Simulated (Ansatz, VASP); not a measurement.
## One calculation of Si62C, two programs

```
CELL_PARAMETERS angstrom
10.86000 0.00000 0.00000
0.00000 10.86000 0.00000
0.00000 0.00000 10.86000
ATOMIC_POSITIONS crystal
Si 0.49851 0.00503 0.00229
Si 0.62510 0.12930 0.12584
Si 0.74992 0.25633 0.99380
Si 0.87561 0.37447 0.12405
Si 0.75124 0.99883 0.24968
Si 0.87605 0.12525 0.37588
Si 0.99677 0.00522 0.99576
Si 0.12513 0.12491 0.12372
Si 0.24486 0.25327 0.99581
Si 0.37623 0.37298 0.12466
Si 0.49886 0.50528 0.00161
Si 0.62304 0.62692 0.13096
Si 0.74468 0.75129 0.00185
Si 0.87713 0.87396 0.12475
Si 0.25088 0.99925 0.24999
Si 0.37709 0.12496 0.37571
Si 0.50508 0.25319 0.25589
Si 0.63512 0.37556 0.38495
Si 0.75085 0.49924 0.25072
Si 0.87445 0.61495 0.38508
Si 0.50504 0.00506 0.50388
Si 0.63514 0.13412 0.62615
Si 0.77728 0.26162 0.51228
Si 0.75086 0.00004 0.74997
Si 0.87453 0.13431 0.86567
Si 0.99412 0.49999 0.99404
Si 0.12086 0.62506 0.12602
Si 0.24502 0.75169 0.00242
Si 0.37518 0.87502 0.12581
Si 0.00169 0.24831 0.24966
Si 0.12485 0.37402 0.37576
Si 0.25132 0.49883 0.24965
Si 0.37510 0.62504 0.38015
Si 0.49860 0.75145 0.25569
Si 0.62510 0.87491 0.38015
Si 0.00175 0.99914 0.49890
Si 0.12498 0.12501 0.62475
Si 0.25078 0.24828 0.49892
Si 0.37648 0.37436 0.62497
Si 0.50683 0.50001 0.50699
Si 0.62815 0.62151 0.64293
Si 0.74990 0.74302 0.50724
Si 0.87565 0.87352 0.62502
Si 0.25138 0.99878 0.74956
Si 0.37487 0.12926 0.87589
Si 0.50638 0.25581 0.75049
Si 0.62684 0.39096 0.87296
Si 0.85995 0.62371 0.87386
Si 0.99678 0.74496 0.25595
Si 0.12515 0.87297 0.37564
Si 0.98847 0.47268 0.51218
Si 0.11595 0.61490 0.62606
Si 0.24496 0.74506 0.50392
Si 0.37635 0.87376 0.62381
Si 0.98859 0.26142 0.72334
Si 0.11586 0.37540 0.86560
Si 0.25003 0.49924 0.74996
Si 0.36953 0.62717 0.87781
Si 0.49918 0.75073 0.75591
Si 0.62293 0.88038 0.87765
Si 0.99440 0.74372 0.75047
Si 0.12091 0.87531 0.87586
C 0.91246 0.33759 0.58833
```

Alike in both runs: functional PBEsol; k mesh 1 × 1 × 1; occupations fermi-dirac, width 0.02 eV; no spin polarisation.

Ansatz relaxed the structure, and its values are those at the end. VASP's run is a single point on that final structure, the one shown.

|  | VASP | Ansatz |
| --- | --- | --- |
| version | VASP 6.6.1 | Ansatz 0.2.0 |
| potentials or method | VASP PAW PBE potentials, release 64 (Si, C), cutoff 520 eV | scalar-relativistic, plane waves, PAW |
| valence electrons in the cell | 252 | 252 |

VASP gave:

- rms of the force components (eV/Å): 0.005

Task: What did Ansatz give for the same quantities?

Result: rms of the force components (eV/Å): 0.003.

VASP's potentials were made for PBE, not for PBEsol, and Ansatz warns of the same on its side. The functional is the same, so the differences come from potentials, cutoffs and numerics.
